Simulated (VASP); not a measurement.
Wanted: the native input for a VASP 6.6.1 run.

* Task: single point
* Functional: r2SCAN
* Potentials or basis: VASP PAW PBE potentials, release 64 (Hf_pv)
* Cutoff: 520 eV
* k mesh: 18 × 18 × 18
* Occupations: gaussian, width 0.15 eV
* Spin: no spin polarisation
* Dipole correction: no
* Further INCAR settings: ALGO = Normal; EDIFF = 1e-07; NBANDS = 11

Crystal: Hf.

```
Hf
1.0
     0.00000    2.39760    2.39760
     2.39760    0.00000    2.39760
     2.39760    2.39760    0.00000
Hf
1
Cartesian
  0.0000 0.0000 0.0000
```

This cell differs from its parent crystal: strain +0.080 along x and y, +0.080 along z.

One way to write it, as run:

POSCAR

```
Hf
1.0
    0.0000000000      2.3976000000      2.3976000000
    2.3976000000      0.0000000000      2.3976000000
    2.3976000000      2.3976000000      0.0000000000
Hf
1
Direct
    0.0000000000      0.0000000000      0.0000000000
```

INCAR.step1

```
SYSTEM = Hf
PREC = Accurate
ENCUT = 520
ISMEAR = 0
SIGMA = 0.15
LREAL = .FALSE.
LASPH = .TRUE.
NELM = 80
NBANDS = 11
GGA = PE
ALGO = Normal
EDIFF = 1E-4
LWAVE = .TRUE.
LCHARG = .FALSE.
```

INCAR.step2

```
SYSTEM = Hf
PREC = Accurate
ENCUT = 520
EDIFF = 1E-7
ISMEAR = 0
SIGMA = 0.15
LREAL = .FALSE.
LASPH = .TRUE.
NELM = 80
ALGO = Normal
ISIF = 2
LWAVE = .FALSE.
LCHARG = .FALSE.
METAGGA = R2SCAN
LMIXTAU = .TRUE.
NBANDS = 11
ISTART = 1
```

KPOINTS

```
Automatic mesh
0
G
  18 18 18
  0 0 0
```

Potentials or basis: VASP PAW PBE potentials, release 64 (Hf_pv).

Launch:

```console
$ cat potpaw_PBE.64/Hf_pv/POTCAR > POTCAR
$ cp INCAR.step1 INCAR
$ mpirun -np 1 vasp_std > vasp.out
$ cp INCAR.step2 INCAR
$ mpirun -np 1 vasp_std > vasp.out
```

It gave:

```yaml
Pressure: -16.1 GPa
Band_gap_on_the_k_mesh: zero (bands 5 and 6 overlap by 1.92 eV)
```

Caveat: the cell differs from its parent crystal (strain +0.080 along x and y, +0.080 along z); the cell stands under tension; the PAW data sets were made with another functional, which shifts forces and pressure a little; spin-orbit coupling is left out, which moves the levels of the heavy elements.

Run time: 6.1 min on 1 thread of Intel Xeon 8259CL, on a shared host, peak memory 0.21 GiB.
